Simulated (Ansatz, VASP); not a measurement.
# Two plane-wave programs on CsSnI3

```
CELL_PARAMETERS angstrom
6.19481 0.00000 0.00000
0.00000 6.19481 0.00000
0.00000 0.00000 6.19481
ATOMIC_POSITIONS crystal
Cs 0.00000 0.00000 0.00000
Sn 0.50000 0.50000 0.50000
I 0.00000 0.50000 0.50000
I 0.50000 0.00000 0.50000
I 0.50000 0.50000 0.00000
```

Alike in both runs: task single point; functional PBEsol; k mesh 6 × 6 × 6; occupations gaussian, width 0.01 eV; no spin polarisation.

|  | VASP | Ansatz |
| --- | --- | --- |
| version | VASP 6.6.1 | Ansatz 0.2.0 |
| potentials or method | VASP PAW PBE potentials, release 64 (Cs_sv, Sn_d, I), cutoff 520 eV | scalar-relativistic, plane waves, PAW |
| valence electrons in the cell | 44 | 74 |

Ansatz gave:

| Item | Value |
| --- | --- |
| gap on the k mesh at the Fermi level (eV) | 0.24 |
| least direct gap on the mesh (eV) | 0.24 |
| pressure (GPa) | -0.5 |

Question: What did VASP give for the same quantities?

Answer: gap on the k mesh at the Fermi level (eV): 0.23; least direct gap on the mesh (eV): 0.23; pressure (GPa): -0.5.

VASP's potentials were made for PBE, not for PBEsol. VASP's potentials hold 44 valence electrons a cell and Ansatz's 74, so a difference there can come from the potentials and not from the codes.

Spin-orbit coupling is off throughout.
